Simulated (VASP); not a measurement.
Ti: single point with PBE

The system is Ti.

```
Ti
1.0
     0.00000    2.05602    2.05602
     2.05602    0.00000    2.05602
     2.05602    2.05602    0.00000
Ti
1
Cartesian
  0.0000 0.0000 0.0000
```

```
Program                : VASP 6.6.1
Task                   : single point
Functional             : PBE
Potentials or basis    : VASP PAW PBE potentials, release 64 (Ti_sv)
Cutoff                 : 520 eV
k mesh                 : 18 × 18 × 18
Occupations            : gaussian, width 0.1 eV
Spin                   : no spin polarisation
Dipole correction      : no
Further INCAR settings : ALGO = Fast; EDIFF = 1e-06; NBANDS = 12
```

```yaml
Pressure: -0.3 GPa
Band_gap_on_the_k_mesh: zero (band 6 reaches 9.09 eV, above the bottom of band 7 at 7.78 eV)
```

Levels at points of the mesh, in eV from the Fermi level:
```
           k point  band 3  band 4  band 5  band 6  band 7  band 8  band 9  band 10
(0.00, 0.00, 0.00)  -32.57  -32.57   -6.09    0.87    0.87    0.87    2.50     2.50
(0.50, 0.00, 0.00)  -32.66  -32.66   -2.58    0.63    0.76    0.76    3.57     3.57
(0.50, 0.50, 0.00)  -32.81  -32.81   -2.57   -1.71    2.84    3.56    3.84     3.84
```

It took 40 s on 1 thread of AMD EPYC 9R45 96-Core Processor (Zen 5), on a shared host, peak memory 0.13 GiB.
